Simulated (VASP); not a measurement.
Here is a VASP 6.6.1 calculation.

The input INCAR:

```
SYSTEM = GeSb4Te7
ALGO = Normal
EDIFF = 1E-6
ENCUT = 520
GGA = PE
ISIF = 2
ISMEAR = 0
LASPH = .True.
LCHARG = .True.
LELF = .True.
LREAL = .False.
LVHAR = .True.
LWAVE = .False.
NBANDS = 50
NELM = 60
PREC = Accurate
SIGMA = 0.02
```

KPOINTS

```
k-points
0
Gamma
  12 12 2
  0 0 0
```

The input POSCAR:

```
GeSb4Te7
1.0
    4.3204007266      0.0000000000      0.0000000000
   -2.1602003633      3.7415767837      0.0000000000
    0.0000000000      0.0000000000     24.5697560568
Ge Sb Te
1 4 7
Direct
    0.0000000000      0.0000000000      0.5000000000
    0.6666666667      0.3333333333      0.9187156020
    0.3333333333      0.6666666667      0.3488175086
    0.3333333333      0.6666666667      0.0812843980
    0.6666666667      0.3333333333      0.6511824914
    0.3333333333      0.6666666667      0.8491992850
    0.6666666667      0.3333333333      0.1508007150
    0.0000000000      0.0000000000      0.7204257128
    0.6666666667      0.3333333333      0.4310324039
    0.3333333333      0.6666666667      0.5689675961
    0.0000000000      0.0000000000      0.0000000000
    0.0000000000      0.0000000000      0.2795742872
```

Potentials or basis: VASP PAW PBE potentials, release 64 (Ge_d, Sb, Te).

Launch:

```bash
$ cat potpaw_PBE.64/Ge_d/POTCAR potpaw_PBE.64/Sb/POTCAR potpaw_PBE.64/Te/POTCAR > POTCAR
$ mpirun -np 1 vasp_std > vasp.out
```

Q: Predict the pressure.

A: 0.0 GPa.

Q: What does it give for the largest force?

A: 0.023 eV/Å.

Q: What does it give for the band gap on the k mesh?

A: 0.36 eV.

Forces in eV/Å, atoms in the order of the input:
```
Ge   0.000  0.000  0.000
Sb   0.000  0.000  0.023
Sb   0.000  0.000  0.023
Sb   0.000  0.000 -0.023
Sb   0.000  0.000 -0.023
Te   0.000  0.000 -0.016
Te   0.000  0.000  0.016
Te   0.000  0.000  0.016
Te   0.000  0.000 -0.009
Te   0.000  0.000  0.009
Te   0.000  0.000  0.000
Te   0.000  0.000 -0.016
```

Caveat: semilocal functionals underestimate gaps, and a narrow one can read as zero; spin-orbit coupling is left out, which moves the levels of the heavy elements; this functional lacks dispersion, which binds layers or chains, so the pressure and a relaxed spacing across them are unreliable. A k mesh can miss the band edges.
